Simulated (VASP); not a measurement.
# FeO (P-1) in VASP: notebook

The runs below take FeO through single point, with PBEsol.

All numbers are computed with VASP 6.6.1; they aren't measurements. Logs are shortened: lines on timing, memory, paths and dates and some standing lists are left out, and cuts for length are marked.

### 1 The cell of the first run

The typed cell holds 2 atoms: a = 3.061 Å, b = 3.079 Å, c = 3.070 Å, α = 59.78°, β = 58.83°, γ = 59.31°.

### 2 Single point, PBEsol, collinear spin, ferromagnetic start

INCAR

```
PREC     = Accurate       # precision mode
ENCUT    = 600            # plane-wave cutoff, eV
EDIFF    = 1E-6           # SCF threshold, eV
ISMEAR   = -1             # smearing method
SIGMA    = 0.05           # smearing width, eV
LREAL    = F              # projectors in reciprocal space
LASPH    = T              # aspherical terms in the spheres
NELM     = 200            # most SCF steps
ALGO     = Normal         # electronic algorithm
ISIF     = 2              # what is computed and relaxed
LWAVE    = F              # write WAVECAR
LCHARG   = T              # write CHGCAR
ISPIN    = 2              # spin polarisation
MAGMOM   = 3 0            # initial moments
LORBIT   = 11             # projections on sites
LMAXMIX  = 4              # l up to which the mixer works
GGA      = PS             # functional
LELF     = T              # ELF
LVHAR    = T            
NBANDS   = 18             # bands
GGA_COMPAT= F
```

KPOINTS

```
regular mesh
0
Gamma
  9 9 9
```

POSCAR

```
FeO
1.0
    1.5100519857      0.8617034478      2.5195772846
   -1.5275898189      0.8920798658      2.5195772846
    0.0175378331     -1.7537833136      2.5195772846
Fe O
1 1
Direct
    0.0000000000      0.0000000000      0.0000000000
    0.5000000000      0.5000000000      0.5000000000
```

Potentials or basis: VASP PAW PBE potentials, release 64 (Fe, O).

The run is started by

```
cat potpaw_PBE.64/Fe/POTCAR potpaw_PBE.64/O/POTCAR > POTCAR
mpirun -np 1 vasp_std > vasp.out
```

OUTCAR:

```text
PREC = Accurate
   ENCUT = 600
   EDIFF = 1E-6
   ISMEAR = -1
   LREAL = F
   LASPH = T
   NELM = 200
   ISIF = 2
   ISPIN = 2
   LORBIT = 11
   GGA = PS

 ion  position               nearest neighbor table
   1  0.000  0.000  0.000-   2 2.15   2 2.15   2 2.16   2 2.16   2 2.17   2 2.17
   2  0.500  0.500  0.500-   1 2.15   1 2.15   1 2.16   1 2.16   1 2.17   1 2.17

  LATTYP: Found a triclinic cell.
 ALAT       =     5.2616130017
 B/A-ratio  =     0.5723289333
 C/A-ratio  =     0.5851004637
 COS(alpha) =     0.0057464356
 COS(beta)  =     0.2947179207
 COS(gamma) =     0.8635367632

  Lattice vectors:

 A1 = (   0.0526134994,  -5.2613499408,   0.0000000000)
 A2 = (  -1.4925141526,  -2.6154867614,   0.0000000000)
 A3 = (   1.5275898189,  -0.8920798658,  -2.5195772846)

Analysis of symmetry for initial positions (statically):
=====================================================================
 Subroutine PRICEL returns:
 Original cell was already a primitive cell.

 Routine SETGRP: Setting up the symmetry group for a
 triclinic supercell.

 Subroutine GETGRP returns: Found  2 space group operations
 (whereof  2 operations were pure point group operations)
 out of a pool of  2 trial point group operations.

The static configuration has the point symmetry S_2 .

Analysis of symmetry for dynamics (positions and initial velocities):
=====================================================================
 Subroutine PRICEL returns:
 Original cell was already a primitive cell.

 Routine SETGRP: Setting up the symmetry group for a
 triclinic supercell.

 Subroutine GETGRP returns: Found  2 space group operations
 (whereof  2 operations were pure point group operations)
 out of a pool of  2 trial point group operations.

The dynamic configuration has the point symmetry S_2 .

Analysis of structural, dynamic, and magnetic symmetry:
=====================================================================
 Subroutine PRICEL returns:
 Original cell was already a primitive cell.

 Routine SETGRP: Setting up the symmetry group for a
 triclinic supercell.

 Subroutine GETGRP returns: Found  2 space group operations
 (whereof  2 operations were pure point group operations)
 out of a pool of  2 trial point group operations.

The overall configuration has the point symmetry S_2 .

 Subroutine INISYM returns: Found  2 space group operations
 (whereof  2 operations are pure point group operations),
 and found     1 'primitive' translations

----------------------------------------------------------------------------------------

                                     Primitive cell

  volume of cell :      20.1321

  direct lattice vectors                    reciprocal lattice vectors
     1.510051986  0.861703448  2.519577285     0.331136505  0.193376655  0.132297324
    -1.527589819  0.892079866  2.519577285    -0.327334819  0.186791941  0.132297324
     0.017537833 -1.753783314  2.519577285    -0.003801686 -0.380168596  0.132297324

  length of vectors
     3.061218634  3.078572207  3.069907683     0.405645778  0.399426958  0.402548378

  position of ions in fractional coordinates (direct lattice)
     0.000000000  0.000000000  0.000000000
     0.500000000  0.500000000  0.500000000

  ion indices of the primitive-cell ions
   primitive index   ion index
                 1           1
                 2           2

----------------------------------------------------------------------------------------

 KPOINTS: regular mesh

Automatic generation of k-mesh.
 Grid dimensions read from file:
 generate k-points for:    9    9    9

 Generating k-lattice:

  Cartesian coordinates                     Fractional coordinates (reciprocal lattice)
     0.036792945  0.021486295  0.014699703     0.111111111 -0.000000000 -0.000000000
    -0.036370535  0.020754660  0.014699703     0.000000000  0.111111111  0.000000000
    -0.000422410 -0.042240955  0.014699703     0.000000000  0.000000000  0.111111111

  Length of vectors
     0.045071753  0.044380773  0.044727598

  Shift w.r.t. Gamma in fractional coordinates (k-lattice)
     0.000000000  0.000000000  0.000000000

 Subroutine IBZKPT returns following result:
 ===========================================

 Found    365 irreducible k-points:

 Following reciprocal coordinates:
            Coordinates               Weight
  0.000000  0.000000  0.000000      1.000000
  0.111111  0.000000  0.000000      2.000000
  0.222222 -0.000000  0.000000      2.000000
  0.333333  0.000000 -0.000000      2.000000
  0.444444 -0.000000  0.000000      2.000000
  0.000000  0.111111  0.000000      2.000000
[... 16 lines left out ...]
 -0.111111  0.222222 -0.000000      2.000000
  0.000000  0.333333  0.000000      2.000000
 [... further k-points ...]
   k-points           NKPTS =    365   k-points in BZ     NKDIM =    365   number of bands    NBANDS=     18
   number of dos      NEDOS =    301   number of ions     NIONS =      2
   total plane-waves  NPLWV =  18816
   dimension x,y,z NGX =    24 NGY =   28 NGZ =   28
   dimension x,y,z NGXF=    48 NGYF=   56 NGZF=   56
   ions per type =               1   1
   NGX,Y,Z   is equivalent  to a cutoff of  13.03, 15.12, 15.16 a.u.
   NGXF,Y,Z  is equivalent  to a cutoff of  26.07, 30.24, 30.33 a.u.
 SYSTEM =  unknown system
   PREC   = accura    normal or accurate (medium, high low for compatibility)
   ISTART =      0    job   : 0-new  1-cont  2-samecut
   ICHARG =      2    charge: 1-file 2-atom 10-const
   ISPIN  =      2    spin polarized calculation?
   LNONCOLLINEAR =      F non collinear calculations
   LSORBIT =      F    spin-orbit coupling
   LASPH  =      T    aspherical Exc in radial PAW
   ENCUT  =  600.0 eV  44.10 Ry    6.64 a.u.   6.11  6.15  6.13*2*pi/ulx,y,z
   NELM   =    200;   NELMIN=  2; NELMDL= -5     # of ELM steps
   EDIFF  = 0.1E-05   stopping-criterion for ELM
   LREAL  =      F    real-space projection
[... 7 lines left out ...]
   TEBEG  =    0.0;   TEEND  =   0.0 temperature during run
   PSTRESS=    0.0 pullay stress
   NELECT =      14.0000    total number of electrons
   NUPDOWN=      -1.0000    fix difference up-down
   EMIN   =  10.00;   EMAX   =-10.00  energy-range for DOS
   EFERMI =   0.00;   METHOD = LEGACY
   ISMEAR =    -1;   SIGMA  =   0.05  broadening in eV -4-tet -1-fermi 0-gaus
   EFERMI_NEDOS =   21; number of points for ismear=-14 and -15
   IALGO  =     38    algorithm
   IMIX   =      4    mixing-type and parameters
     AMIX     =   0.40;   BMIX     =  1.00
     AMIX_MAG =   1.60;   BMIX_MAG =  1.00
  volume/ion in A,a.u.               =      10.07        67.93
  Fermi-wavevector in a.u.,A,eV,Ry     =   1.450401  2.740861 28.622085  2.103664
  Thomas-Fermi vector in A             =   2.568018
   LORBIT       =     11    0 simple, 1 ext, 2 COOP (PROOUT), +10 PAW based schemes
   GGA     = PS    functional components
   LHFCALC =     F    Hartree Fock is set to
   AEXX    =    0.0000 exact exchange contribution
   IVDW    =     0    specifies the selected vdW correction
   LEPSILON=     F    determine dielectric tensor
   LRPA    =     F    only Hartree local field effects (RPA)
 spin polarized calculation
  energy-cutoff  :      600.00
  volume of cell :       20.13
 maximum number of plane-waves:       683
   NGX = 13   NGY = 13   NGZ = 13

 number of electron      13.9999999 magnetization       4.0012484

 Free energy of the ion-electron system (eV)
  ---------------------------------------------------
  ext. energy  EPLUGINS =         0.00000000
  ---------------------------------------------------
  free energy    TOTEN  =       -15.83904235 eV

  energy without entropy =      -15.82846275  energy(sigma->0) =      -15.83375255

 E-fermi :   5.9830     XC(G=0): -12.3828

 val. band max:        5.9830086947   @ k =   0.2222   0.4444   0.2222
 cond. band min:       5.9835342077   @ k =   0.2222   0.2222   0.1111
 fundamental gap:      0.0005255130
 Fermi energy:         5.9830153180

 spin component 1

 k-point     1 :       0.0000    0.0000    0.0000
  band No.  band energies     occupation
      1     -14.6395      1.00000
      2       2.0889      1.00000
      3       2.1078      1.00000
      4       2.1117      1.00000
      5       2.1972      1.00000
      6       2.1998      1.00000
[... 10 lines left out ...]
     17      26.7865      0.00000
     18      29.3392      0.00000

 k-point     2 :       0.1111    0.0000    0.0000
  band No.  band energies     occupation
      1     -14.5140      1.00000
      2       1.0859      1.00000
      3       1.1604      1.00000
      4       1.2284      1.00000
      5       2.2122      1.00000
      6       2.2271      1.00000
[... 10 lines left out ...]
     17      28.1616      0.00000
     18      31.1658      0.00000

 k-point     3 :       0.2222   -0.0000    0.0000
  band No.  band energies     occupation
      1     -14.1784      1.00000
      2      -0.4773      1.00000
      3       0.2753      1.00000
      4       0.3575      1.00000
      5       2.4473      1.00000
      6       2.4755      1.00000
[... 412 lines left out ...]
 k-point    23 :      -0.1111    0.2222   -0.0000
  band No.  band energies     occupation
      1     -13.9861      1.00000
      2      -1.1968      1.00000
      3      -0.1270      1.00000
      4       0.3615      1.00000
      5       2.4626      1.00000
      6       2.6945      1.00000
[... 10 lines left out ...]
     17      32.5677      0.00000
     18      33.3528      0.00000

 k-point    24 :       0.0000    0.3333    0.0000
  band No.  band energies     occupation
      1     -13.7942      1.00000
      2      -1.9065      1.00000
      3      -0.2950      1.00000
      4      -0.1784      1.00000
      5       2.7040      1.00000
      6       2.7733      1.00000
[... 10 lines left out ...]
     17      31.1207      0.00000
     18      33.5545      0.00000

 [... further k-points ...]

 spin component 2

 k-point     1 :       0.0000    0.0000    0.0000
  band No.  band energies     occupation
      1     -14.0815      1.00000
      2       2.6952      1.00000
      3       2.7958      1.00000
      4       2.8584      1.00000
      5       5.2120      1.00000
      6       5.2470      1.00000
[... 10 lines left out ...]
     17      28.3289      0.00000
     18      30.4632      0.00000

 k-point     2 :       0.1111    0.0000    0.0000
  band No.  band energies     occupation
      1     -13.9546      1.00000
      2       1.9464      1.00000
      3       2.3408      1.00000
      4       2.4409      1.00000
      5       5.3613      1.00000
      6       5.3970      0.99999
[... 10 lines left out ...]
     17      29.4205      0.00000
     18      32.4381      0.00000

 k-point     3 :       0.2222   -0.0000    0.0000
  band No.  band energies     occupation
      1     -13.6153      1.00000
      2       0.3611      1.00000
      3       1.6704      1.00000
      4       1.7699      1.00000
      5       5.6862      0.99737
      6       5.7125      0.99555
[... 412 lines left out ...]
 k-point    23 :      -0.1111    0.2222   -0.0000
  band No.  band energies     occupation
      1     -13.4193      1.00000
      2      -0.3306      1.00000
      3       1.3610      1.00000
      4       1.5647      1.00000
      5       5.7216      0.99467
      6       5.8316      0.95388
[... 10 lines left out ...]
     17      33.5238      0.00000
     18      34.0615      0.00000

 k-point    24 :       0.0000    0.3333    0.0000
  band No.  band energies     occupation
      1     -13.2269      1.00000
      2      -1.1084      1.00000
      3       1.1746      1.00000
      4       1.3029      1.00000
      5       6.0620      0.17098
      6       6.1198      0.06089
[... 10 lines left out ...]
     17      31.7119      0.00000
     18      34.3627      0.00000

 [... further k-points ...]
[... 5 lines left out ...]
  --------------------------------------------------------------------------------------
  -------------------------------------------------------------------------------------
  Total       -1.1300111     -1.1284389     -1.2778407      0.1092692      0.0004163     -0.0194554
  in kB      -89.9301417    -89.8050184   -101.6949255      8.6960181      0.0331291     -1.5483244
  external PRESSURE =     -93.8100285 kB  Pullay stress =       0.0000000 kB

 VOLUME and BASIS-vectors are now :
 -----------------------------------------------------------------------------
  energy-cutoff  :      600.00
  volume of cell :       20.13
      direct lattice vectors                 reciprocal lattice vectors
     1.510051986  0.861703448  2.519577285     0.331136505  0.193376655  0.132297324
    -1.527589819  0.892079866  2.519577285    -0.327334819  0.186791941  0.132297324
     0.017537833 -1.753783314  2.519577285    -0.003801686 -0.380168596  0.132297324

 POSITION                                       TOTAL-FORCE (eV/Angst)
 -----------------------------------------------------------------------------------
      0.00000      0.00000      0.00000         0.000000     -0.000000      0.000000
     -0.00000      0.00000      3.77937        -0.000000      0.000000     -0.000000
 -----------------------------------------------------------------------------------
    total drift:                               -0.000000      0.000000     -0.000000

  FREE ENERGIE OF THE ION-ELECTRON SYSTEM (eV)
  ---------------------------------------------------
  free  energy   TOTEN  =       -15.8390423507 eV

  energy  without entropy=      -15.8284627513  energy(sigma->0) =      -15.83375255

 total charge

# of ion       s       p       d       tot
------------------------------------------
    1        0.291   0.360   6.082   6.733
    2        1.548   3.413   0.000   4.961
--------------------------------------------------
tot          1.839   3.774   6.082  11.694

 magnetization (x)

# of ion       s       p       d       tot
------------------------------------------
    1        0.026   0.021   3.565   3.612
    2        0.030   0.272   0.000   0.302
--------------------------------------------------
tot          0.056   0.293   3.565   3.915
```

It took 8.3 min on 1 thread of Oxide Virtual Turin-like, shared host; peak memory 0.33 GiB.

What came out:

- Free energy: -15.8390 eV
- Pressure: -9.4 GPa
- Band gap on the k mesh: zero (filled and empty bands overlap)
- Net moment: 4.00 μB per cell
- Site moments: Fe +3.61; O +0.30 μB
- Valence electrons inside the program's atomic spheres: Fe 6.73; O 4.96

Caveat: the cell stands under tension; the PAW data sets were made with another functional, which shifts forces and pressure a little; a cell with one magnetic atom can't hold antiferromagnetic order, which such compounds often take; semilocal functionals often make such compounds metallic where correlation or magnetic order opens a gap, which also shifts bond lengths.

### 3 Single point, PBEsol, collinear spin, ferromagnetic start

INCAR

```
  ALGO = Normal
  EDIFF = 1E-6
  ENCUT = 600
  GGA = PS
  GGA_COMPAT = False
  ISIF = 2
  ISMEAR = -1
  ISPIN = 2
  LASPH = True
  LCHARG = False
  LMAXMIX = 4
  LORBIT = 11
  LREAL = False
  LWAVE = False
  MAGMOM = 3 0
  NBANDS = 18
  NELM = 200
  PREC = Accurate
  SIGMA = 0.05
```

KPOINTS

```
k-points
0
Gamma
  9 9 9
```

POSCAR

```
FeO
1.0
    1.5232053606      0.8844857613      2.5195772846
   -1.5144364440      0.8692975523      2.5195772846
   -0.0087689166     -1.7537833136      2.5195772846
Fe O
1 1
Direct
    0.0000000000      0.0000000000      0.0000000000
    0.5000000000      0.5000000000      0.5000000000
```

Potentials or basis: VASP PAW PBE potentials, release 64 (Fe, O).

The run is started by

```
cat potpaw_PBE.64/Fe/POTCAR potpaw_PBE.64/O/POTCAR > POTCAR
mpirun -np 1 vasp_std > vasp.out
```

Run time: 6.4 min. Hardware: 1 thread of Oxide Virtual Turin-like, shared host; peak memory 0.33 GiB.

It converged, with:

```
Free energy                                           : -15.8398 eV
Pressure                                              : -9.4 GPa
Band gap on the k mesh                                : zero (filled and empty bands overlap)
Net moment                                            : 4.00 μB per cell
Site moments                                          : Fe +3.61; O +0.30 μB
Valence electrons inside the program's atomic spheres : Fe 6.73; O 4.96
```

Stress tensor (GPa, compression positive):
```
 -9.02  -0.43   0.08
 -0.43  -9.02   0.00
  0.08   0.00 -10.19
```

Levels at points of the mesh, in eV from the Fermi level:
Spin up:
| k point | band 7 | band 8 | band 9 | band 10 | band 11 | band 12 |
| --- | --- | --- | --- | --- | --- | --- |
| (0.00, 0.00, 0.00) | -3.74 | -3.64 | -3.63 | -0.01 | 15.24 | 16.57 |
Spin down:
```tsv
k point	band 3	band 4	band 5	band 6	band 7	band 8
(0.00, 0.00, 0.00)	-3.18	-3.15	-0.77	-0.71	-0.65	0.14
```

Caveat: the cell stands under tension; the PAW data sets were made with another functional, which shifts forces and pressure a little; a cell with one magnetic atom can't hold antiferromagnetic order, which such compounds often take; semilocal functionals often make such compounds metallic where correlation or magnetic order opens a gap, which also shifts bond lengths. With open d or f shells a metallic result of PBEsol can be an artefact of self-interaction; +U or a hybrid may open a gap.
